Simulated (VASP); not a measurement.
# Ge (Cmcm) in VASP: a series of runs, part 3 of 3

VASP 6.6.1.

### 5 Relaxation of cell and atoms, RPBE+D4

Input file INCAR:

```
SYSTEM = Ge
PREC     = Accurate       ! precision mode
ENCUT    = 620            ! plane-wave cutoff, eV
EDIFF    = 1E-7           ! SCF threshold, eV
ISMEAR   = -1             ! smearing method
SIGMA    = 0.05           ! smearing width, eV
LREAL    = .False.        ! projectors in reciprocal space
LASPH    = .True.         ! aspherical terms in the spheres
NELM     = 300            ! most SCF steps
ALGO     = All            ! electronic algorithm
ISIF     = 3              ! what is computed and relaxed
LWAVE    = .False.        ! write WAVECAR
LCHARG   = .False.        ! write CHGCAR
GGA      = RP             ! functional
IVDW     = 13             ! dispersion correction
IBRION   = 2              ! ionic algorithm
NSW      = 60             ! ionic steps
EDIFFG   = -0.01          ! ionic threshold
GGA_COMPAT= .False.      
NELMIN   = 4            
ISEARCH  = 1            
KPAR     = 4
```

Input file KPOINTS:

```
regular mesh
0
Gamma
  10 10 6
  0 0 0
```

Input file POSCAR:

```
Ge
1.0
    1.4880529250     -2.5946896100      0.0000000000
    1.4880529250      2.5946896100      0.0000000000
    0.0000000000      0.0000000000      4.7275957900
Ge
2
Direct
    0.3334466300      0.6665533700      0.2500000000
    0.6665533700      0.3334466300      0.7500000000
```

Potentials or basis: VASP PAW PBE potentials, release 64 (Ge_d).

Run with:

```
$ cat potpaw_PBE.64/Ge_d/POTCAR > POTCAR
$ mpirun -np 4 vasp_std > vasp.out
```

OUTCAR:

```text
SYSTEM = Ge
   PREC = Accurate
   ENCUT = 620
   EDIFF = 1E-7
   ISMEAR = -1
   LREAL = .False.
   LASPH = .True.
   NELM = 300
   ISIF = 3
   GGA = RP
   IVDW = 13
   IBRION = 2
   NSW = 60
   EDIFFG = -0.01
   NELMIN = 4

 ion  position               nearest neighbor table
   1  0.333  0.667  0.250-
   2  0.667  0.333  0.750-

  LATTYP: Found a base centered orthorhombic cell.
 ALAT       =     2.9761058500
 B/A-ratio  =     1.7436809984
 C/A-ratio  =     1.5885173540

  Lattice vectors:

 A1 = (   1.4880529250,  -2.5946896100,   0.0000000000)
 A2 = (   1.4880529250,   2.5946896100,   0.0000000000)
 A3 = (   0.0000000000,   0.0000000000,   4.7275957900)

Analysis of symmetry for initial positions (statically):
=====================================================================
 Subroutine PRICEL returns:
 Original cell was already a primitive cell.

 Routine SETGRP: Setting up the symmetry group for a
 base centered orthorhombic supercell.

 Subroutine GETGRP returns: Found  8 space group operations
 (whereof  4 operations were pure point group operations)
 out of a pool of  8 trial point group operations.

The static configuration has the point symmetry C_2h.
 The point group associated with its full space group is D_2h.

[... 157 lines left out ...]
  ext. energy  EPLUGINS =         0.00000000
  ---------------------------------------------------
  free energy    TOTEN  =        -7.61378399 eV

  energy without entropy =       -7.60519861  energy(sigma->0) =       -7.60949130

------------------------ aborting loop because EDIFF is reached ----------------------------------------

  DFT-D4 for vdW energy calculation

  Edisp (eV):   -1.53000
[... 105 lines left out ...]
  FREE ENERGIE OF THE ION-ELECTRON SYSTEM (eV)
  ---------------------------------------------------
  free  energy   TOTEN  =        -9.1494418813 eV

  energy  without entropy=       -9.1417559716  energy(sigma->0) =       -9.14559893

[... ionic steps 4 to 12 ...]

--------------------------------------- Ionic step       13  -------------------------------------------

 number of electron      27.9999988 magnetization

------------------------ aborting loop because EDIFF is reached ----------------------------------------
[... 75 lines left out ...]
--------------------------------------- Ionic step       15  -------------------------------------------

 number of electron      27.9999989 magnetization

 Free energy of the ion-electron system (eV)
  ---------------------------------------------------
  ext. energy  EPLUGINS =         0.00000000
  ---------------------------------------------------
  free energy    TOTEN  =        -7.61577182 eV

  energy without entropy =       -7.60899752  energy(sigma->0) =       -7.61238467

 E-fermi :   7.2703     XC(G=0): -11.3809

 val. band max:        7.2308955956   @ k =  -0.3000   0.1000   0.0000
 cond. band min:       7.2766173280   @ k =   0.3000   0.2000   0.5000
 fundamental gap:      0.0457217324
 Fermi energy:         7.2703341633

 k-point     1 :       0.0000    0.0000    0.0000
  band No.  band energies     occupation
      1     -17.5160      2.00000
      2     -17.5102      2.00000
      3     -17.5101      2.00000
      4     -17.5010      2.00000
      5     -17.4988      2.00000
      6     -17.4913      2.00000
[... 481 lines left out ...]
      5     -17.4728      2.00000
      6     -17.4574      2.00000
[... 10 lines left out ...]
     17       8.5934      0.00000
     18       9.0982      0.00000

 [... further k-points ...]

------------------------ aborting loop because EDIFF is reached ----------------------------------------

  DFT-D4 for vdW energy calculation

  Edisp (eV):   -1.53439
[... 25 lines left out ...]
  FREE ENERGIE OF THE ION-ELECTRON SYSTEM (eV)
  ---------------------------------------------------
  free  energy   TOTEN  =        -9.1501643248 eV

  energy  without entropy=       -9.1433905305  energy(sigma->0) =       -9.14677743

 reached required accuracy - stopping structural energy minimisation
```

OSZICAR:

```text
N       E                     dE             d eps       ncg     rms           ort
DAV:   1     0.161139686193E+03    0.16114E+03   -0.16136E+04  2232   0.523E+03
DAV:   2     0.112117988436E+02   -0.14993E+03   -0.14720E+03  2232   0.552E+02
DAV:   3    -0.710608636790E+01   -0.18318E+02   -0.18027E+02  2232   0.140E+02
[... 178 lines left out ...]
CGA:   5    -0.761576837254E+01   -0.15698E-04   -0.15700E-04  2232   0.828E-05  -0.632E-07
CGA:   6    -0.761577107958E+01   -0.27070E-05   -0.26870E-05  2232   0.206E-05   0.312E-06
CGA:   7    -0.761577161925E+01   -0.53966E-06   -0.53436E-06  2232   0.869E-06  -0.336E-06
CGA:   8    -0.761577178031E+01   -0.16106E-06   -0.16533E-06  2232   0.158E-06   0.117E-06
 trl   9    -0.761577181993E+01   -0.39621E-07   -0.40804E-07  2232   0.179E-06   0.476E-07
CGA:  10    -0.761577182029E+01   -0.39984E-07   -0.40804E-07  2232   0.811E-07   0.345E-07
  15 F= -.91501643E+01 E0= -.91467774E+01  d E =-.546985E-04
```

CONTCAR:

```text
Ge
   1.00000000000000
     1.4638350121359169   -2.5860526199344114    0.0000000000000000
     1.4638350121359169    2.5860526199344114   -0.0000000000000000
     0.0000000000000000    0.0000000000000000    4.8066206174699788
  Ge
     2
Direct
     0.3344520053479392    0.6655479946520609    0.2500000000000000
     0.6655479946520609    0.3344520053479392    0.7500000000000000

  0.00000000E+00  0.00000000E+00  0.00000000E+00
  0.00000000E+00  0.00000000E+00  0.00000000E+00
```

Wall time 4.9 min (4 MPI ranks of AMD EPYC 7R13 (Zen 3), shared host); peak memory 0.28 GiB.

Results:

```yaml
Free_energy: -9.1502 eV
Relaxed_volume: 18.20 Å³/atom
Relaxed_cell: a = 2.972 Å, b = 2.972 Å, c = 4.807 Å, α = 90.00°, β = 90.00°, γ = 120.98°
Space_group_after_relaxing_to_0.1_Å: P6_3/mmc (No. 194)
Energy_gained_by_relaxing: 3.2 meV/atom
Ionic_steps: 15
Pressure_after_relaxing: 0.0 GPa
Largest_force_after_relaxing: 0.009 eV/Å
Band_gap_on_the_k_mesh: zero (bands 14 and 15 overlap by 9.23 eV)
Dispersion_energy_per_atom: -0.767 eV
```

Forces in eV/Å, atoms in the order of the input:
```
Ge   0.000 -0.009  0.000
Ge   0.000  0.009  0.000
```

Step by step:
```
step  energy change (eV)  largest force (eV/Å)  pressure (GPa)  volume (Å³)
   1              0.0000                0.0014           -0.03        36.51
   2             -0.0043                0.0035           -0.06        36.49
   3             -0.0057                0.0066           -0.18        36.45
   4             -0.0059                0.0063           -0.17        36.46
   5             -0.0059                0.0064           -0.17        36.46
   6             -0.0060                0.0083            0.07        36.34
   7             -0.0060                0.0089            0.18        36.30
   8             -0.0062                0.0106            0.16        36.29
   9             -0.0062                0.0129            0.23        36.28
  10             -0.0063                0.0113            0.16        36.28
  11             -0.0063                0.0126            0.16        36.28
  12             -0.0063                0.0115            0.00        36.36
  13             -0.0063                0.0156           -0.04        36.38
  14             -0.0063                0.0115           -0.04        36.38
  15             -0.0064                0.0090            0.03        36.39
```

Final structure:
```yaml
crystal:
  lattice:
    - [1.46384, -2.58605, 0.00000]
    - [1.46384, 2.58605, 0.00000]
    - [0.00000, 0.00000, 4.80662]
  atoms:
    - { symbol: Ge, position: [0.33445, 0.66555, 0.25000] }
    - { symbol: Ge, position: [0.66555, 0.33445, 0.75000] }
```

Caveat: the PAW data sets were made with another functional, which shifts forces and pressure a little.

### 6 Relaxation of cell and atoms, PBEsol, target pressure 5 GPa, at which the enthalpy is minimised

Input file INCAR:

```
SYSTEM = Ge
PREC = Accurate ; ENCUT = 620
EDIFF = 1E-7 ; ISMEAR = -1
SIGMA = 0.05 ; LREAL = .FALSE.
LASPH = .TRUE. ; NELM = 300
ALGO = All ; ISIF = 3
LWAVE = .FALSE. ; LCHARG = .FALSE.
GGA = PS ; IBRION = 2
NSW = 80 ; EDIFFG = -0.005
PSTRESS = 50.0 ; GGA_COMPAT = .FALSE.
NELMIN = 4 ; ISEARCH = 1
KPAR = 4
```

Input file KPOINTS:

```
regular mesh
0
G
  10 10 6
  0 0 0
```

POSCAR is that of step 5.

Potentials or basis: VASP PAW PBE potentials, release 64 (Ge_d).

Run with:

```
$ cat potpaw_PBE.64/Ge_d/POTCAR > POTCAR
$ mpirun -np 4 vasp_std > vasp.out
```

Run time: 22 min. Hardware: 4 MPI ranks of AMD EPYC 7R43 (Zen 3), shared host; peak memory 0.28 GiB.

The run converged. Its results:

```yaml
Free_energy: -9.4650 eV
Relaxed_volume: 17.39 Å³/atom
Relaxed_cell: a = 2.796 Å, b = 2.796 Å, c = 5.129 Å, α = 90.00°, β = 90.00°, γ = 119.86°
Space_group_after_relaxing_to_0.1_Å: P6/mmm (No. 191)
Energy_change_on_relaxing_the_run_minimises_the_enthalpy: -61.3 meV/atom
Ionic_steps: 80
Pressure_after_relaxing: 5.0 GPa
Band_gap_on_the_k_mesh: zero (bands 14 and 15 overlap by 10.02 eV)
```

The path:
| step | energy change (eV) | largest force (eV/Å) | pressure (GPa) | volume (Å³) |
| --- | --- | --- | --- | --- |
| 1 | 0.0000 | 0.0006 | 0.58 | 36.51 |
| 3 | 0.0307 | 0.0036 | 5.35 | 34.57 |
| 5 | 0.0264 | 0.0118 | 5.09 | 34.57 |
| 7 | 0.0247 | 0.0143 | 4.97 | 34.61 |
| 9 | 0.0229 | 0.0160 | 4.79 | 34.67 |
| 11 | 0.0251 | 0.0172 | 4.99 | 34.59 |
| 13 | 0.0260 | 0.0175 | 5.10 | 34.56 |
| 15 | 0.0269 | 0.0174 | 5.16 | 34.53 |
| 17 | 0.0260 | 0.0169 | 5.10 | 34.56 |
| 19 | 0.0223 | 0.0149 | 4.73 | 34.67 |
| 21 | 0.0222 | 0.0144 | 4.73 | 34.67 |
| 23 | 0.0218 | 0.0129 | 4.76 | 34.67 |
| 25 | 0.0202 | 0.0199 | 4.90 | 34.65 |
| 27 | 0.0766 | 0.2721 | 7.15 | 34.58 |
| 29 | 0.0182 | 0.0288 | 5.34 | 34.62 |
| 31 | 0.0181 | 0.0261 | 5.35 | 34.62 |
| 33 | 0.0178 | 0.0127 | 5.45 | 34.62 |
| 35 | 0.0168 | 0.0122 | 5.44 | 34.63 |
| 37 | 0.0120 | 0.0086 | 5.43 | 34.65 |
| 39 | -0.0051 | 0.0197 | 5.38 | 34.74 |
| 41 | -0.0803 | 0.0012 | 4.55 | 35.06 |
| 43 | -0.1265 | 0.0013 | 3.75 | 35.37 |
| 45 | -0.1146 | 0.0052 | 5.07 | 34.86 |
| 47 | -0.1164 | 0.0042 | 5.12 | 34.83 |
| 49 | -0.1193 | 0.0100 | 5.25 | 34.71 |
| 51 | -0.1231 | 0.0121 | 4.93 | 34.82 |
| 53 | -0.1227 | 0.0121 | 4.96 | 34.80 |
| 55 | -0.1212 | 0.0122 | 5.13 | 34.75 |
| 57 | -0.1211 | 0.0118 | 5.14 | 34.75 |
| 59 | -0.1208 | 0.0099 | 5.16 | 34.73 |
| 61 | -0.1222 | 0.0069 | 5.03 | 34.78 |
| 63 | -0.1240 | 0.0066 | 4.84 | 34.83 |
| 65 | -0.1232 | 0.0068 | 4.93 | 34.81 |
| 67 | -0.1231 | 0.0070 | 4.96 | 34.80 |
| 69 | -0.1238 | 0.0047 | 4.88 | 34.83 |
| 71 | -0.1236 | 0.0054 | 4.91 | 34.82 |
| 73 | -0.1234 | 0.0045 | 4.92 | 34.81 |
| 75 | -0.1224 | 0.0011 | 5.01 | 34.78 |
| 77 | -0.1226 | 0.0017 | 5.00 | 34.78 |
| 79 | -0.1224 | 0.0015 | 5.05 | 34.78 |
| 80 | -0.1226 | 0.0011 | 5.00 | 34.78 |

Final structure:
```
Ge
1.0
     1.40107   -2.42011    0.00000
     1.40107    2.42011    0.00000
     0.00000    0.00000    5.12921
Ge
2
Direct
  0.50058 0.49942 0.25000
  0.49942 0.50058 0.75000
```

Levels at points of the mesh, in eV from the Fermi level:
```
           k point  band 12  band 13  band 14  band 15  band 16  band 17
(0.00, 0.00, 0.00)    -9.34    -6.50     7.78     8.61     8.66    11.00
(0.50, 0.00, 0.00)    -6.17    -3.47    -2.51    -2.25     3.23     4.17
(0.50, 0.50, 0.00)    -6.16    -3.43    -2.51    -2.22     3.25     4.10
(0.00, 0.00, 0.50)   -12.52    -0.45    -0.45     9.96     9.96    10.01
(0.50, 0.00, 0.50)    -7.16    -4.83    -4.83     4.27     4.27     5.50
(0.50, 0.50, 0.50)    -7.12    -4.82    -4.82     4.30     4.30     5.42
```

Caveat: the cell is relaxed towards a set pressure, so the run minimises the enthalpy, not the energy; the PAW data sets were made with another functional, which shifts forces and pressure a little.

### 7 Overview

```csv
task,level,cell,k mesh,cutoff (eV),grid for exact exchange (PRECFOCK),share of exact exchange,second try,gap on the mesh (eV),pressure (GPa),relaxed volume (Å³/atom),largest force (eV/Å)
single point,r2SCAN50,as given,5 × 5 × 3,520,Normal,0.5,-,none,-0.6,-,0.10
relaxation of cell and atoms,PBE+D4,relaxed,10 × 10 × 6,600,-,-,-,none,-0.1,18.48,0.01
relaxation of cell and atoms,RPBE+D3(BJ),relaxed,10 × 10 × 6,600,-,-,-,none,-0.1,15.39,0.01
relaxation of cell and atoms,RPBE+D4,relaxed,10 × 10 × 6,620,-,-,not_converged,none,0.0,18.20,0.01
relaxation of cell and atoms,PBEsol,relaxed to 5 GPa,10 × 10 × 6,620,-,-,not_converged,none,5.0,-,-
```

Alike in all rows: potentials or basis VASP PAW PBE potentials, release 64 (Ge_d); no spin polarisation; smearing fermi-dirac 0.05 eV.

Caveats: some runs use coarse meshes; the PAW data sets were made with another functional, which shifts forces and pressure a little (at least some runs); the volume moved by over 15 % at a fixed basis, so the end points are rough (at least some runs); the dispersion term is far too large for a dense solid, which distorts pressure and volume (at least some runs); the cell is relaxed towards a set pressure, so the run minimises the enthalpy, not the energy (at least some runs).

Absolute energies hang on the potentials; compare differences alone.

The gap in the log of VASP goes by the Fermi energy; the results here count the filled bands.